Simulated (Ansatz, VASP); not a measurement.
Si: VASP beside Ansatz

Contents of POSCAR:

```
Si
1.0
   -3.3273296544      3.3273296544      1.9218805215
    3.3273296544     -3.3273296544      1.9218805215
    3.3273296544      3.3273296544     -1.9218805215
Si
4
Direct
    0.1104607128      0.1104607128      0.3575063991
    0.7529543138      0.7529543138      0.6424936010
    0.2470456862      0.8895392872      0.0000000000
    0.8895392872      0.2470456862      0.0000000000
```

The input INCAR.step1:

```
  ALGO = Normal
  EDIFF = 1E-4
  ENCUT = 520
  GGA = PE
  ISMEAR = 0
  LASPH = True
  LCHARG = False
  LREAL = False
  LWAVE = True
  NBANDS = 16
  NELM = 80
  PREC = Accurate
  SIGMA = 0.05
```

The input INCAR.step2:

```
  ALGO = Normal
  EDIFF = 1E-7
  ENCUT = 520
  ISIF = 2
  ISMEAR = 0
  ISTART = 1
  LASPH = True
  LCHARG = False
  LMIXTAU = True
  LREAL = False
  LWAVE = False
  METAGGA = R2SCAN
  NBANDS = 16
  NELM = 80
  PREC = Accurate
  SIGMA = 0.05
```

The input KPOINTS:

```
k-points
0
Gamma
  10 10 10
```

Input for Ansatz:

```yaml
crystal:
  lattice:
    - [-3.3273296544, 3.3273296544, 1.9218805215]
    - [3.3273296544, -3.3273296544, 1.9218805215]
    - [3.3273296544, 3.3273296544, -1.9218805215]
  atoms:
    - { symbol: Si, position: [0.1104607128, 0.1104607128, 0.3575063991] }
    - { symbol: Si, position: [0.7529543138, 0.7529543138, 0.642493601] }
    - { symbol: Si, position: [0.2470456862, 0.8895392872, 0.0] }
    - { symbol: Si, position: [0.8895392872, 0.2470456862, 0.0] }
basis:
  ecutwfc: 500
kpoints:
  mp_grid: { grid: [10, 10, 10] }
hamiltonian:
  xc: r2scan
scf:
  occupations: { method: gaussian, width: 0.05 }
output:
  forces: true
  stress: true
  eigenvalues: true
```

Change from the starting cell: mode 4 (156.1 1/cm) frozen in, largest displacement +0.263 Å.

Alike in both runs: task single point; functional r2SCAN; k mesh 10 × 10 × 10; occupations gaussian, width 0.05 eV; no spin polarisation.

```csv
,VASP,Ansatz
version,VASP 6.6.1,Ansatz 0.2.0
potentials or method,"VASP PAW PBE potentials, release 64 (Si), cutoff 520 eV","scalar-relativistic, plane waves, PAW"
valence electrons in the cell,16,16
```

|  | VASP | Ansatz | Ansatz less VASP |
| --- | --- | --- | --- |
| pressure (GPa) | -2.3 | -2.1 | +0.19 |
| traceless stress, the component that is largest in VASP (GPa) | 0.53 | 0.59 | +0.061 |
| rms of the force components (eV/Å) | 0.551 | 0.546 | -0.0041 |

VASP's potentials were made for PBE, not for r2SCAN. Atom by atom the forces differ by 0.007 eV/Å (rms over components).
